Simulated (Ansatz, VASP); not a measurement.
## One calculation of CdS, two programs

File POSCAR:

```
CdS
1.0
    4.1370000000      0.0000000000      0.0000000000
   -2.0685000000      3.5827470955      0.0000000000
    0.0000000000      0.0000000000      6.7160000000
Cd S
2 2
Direct
    0.3333333333      0.6666666667      0.0000000000
    0.6666666667      0.3333333333      0.5000000000
    0.3333333333      0.6666666667      0.3770000000
    0.6666666667      0.3333333333      0.8770000000
```

Contents of INCAR.step1:

```
  PREC = Accurate
  ENCUT = 520
  ISMEAR = 0
  SIGMA = 0.1
  LREAL = False
  LASPH = True
  NELM = 60
  NBANDS = 26
  GGA = PE
  ALGO = Normal
  EDIFF = 1E-4
  LWAVE = True
  LCHARG = False
```

File INCAR.step2:

```
  PREC = Accurate
  ENCUT = 520
  EDIFF = 1E-7
  ISMEAR = 0
  SIGMA = 0.1
  LREAL = False
  LASPH = True
  NELM = 60
  ALGO = Normal
  ISIF = 2
  LWAVE = False
  LCHARG = False
  METAGGA = R2SCAN
  LMIXTAU = True
  NBANDS = 26
  ISTART = 1
```

Contents of KPOINTS:

```
regular mesh
0
Gamma
  6 6 4
```

Input for Ansatz:

```yaml
crystal:
  lattice:
    - [4.137, 0.0, 0.0]
    - [-2.0685, 3.5827470955, 0.0]
    - [0.0, 0.0, 6.716]
  atoms:
    - { symbol: Cd, position: [0.3333333333, 0.6666666667, 0.0] }
    - { symbol: Cd, position: [0.6666666667, 0.3333333333, 0.5] }
    - { symbol: S, position: [0.3333333333, 0.6666666667, 0.377] }
    - { symbol: S, position: [0.6666666667, 0.3333333333, 0.877] }
basis:
  ecutwfc: 500
kpoints:
  mp_grid: { grid: [6, 6, 4] }
hamiltonian:
  xc: r2scan
  pseudopotentials: { kind: paw, azcp: { folder: soft_1 } }
scf:
  occupations: { method: gaussian, width: 0.1 }
output:
  forces: true
  stress: true
  eigenvalues: true
```

Alike in both runs: task single point; functional r2SCAN; k mesh 6 × 6 × 4; occupations gaussian, width 0.1 eV; no spin polarisation.

|  | VASP | Ansatz |
| --- | --- | --- |
| version | VASP 6.6.1 | Ansatz 0.2.0 |
| potentials or method | VASP PAW PBE potentials, release 64 (Cd, S), cutoff 520 eV | scalar-relativistic, plane waves, PAW |
| valence electrons in the cell | 36 | 52 |

Ansatz gave:

```
gap on the k mesh at the Fermi level (eV) : 1.68
least direct gap on the mesh (eV)         : 1.68
pressure (GPa)                            : 1.3
```

What did VASP give for the same quantities?

gap on the k mesh at the Fermi level (eV): 1.68; least direct gap on the mesh (eV): 1.68; pressure (GPa): 1.6.

VASP's potentials were made for PBE, not for r2SCAN. VASP's potentials hold 36 valence electrons a cell and Ansatz's 52, so a difference there can come from the potentials and not from the codes.
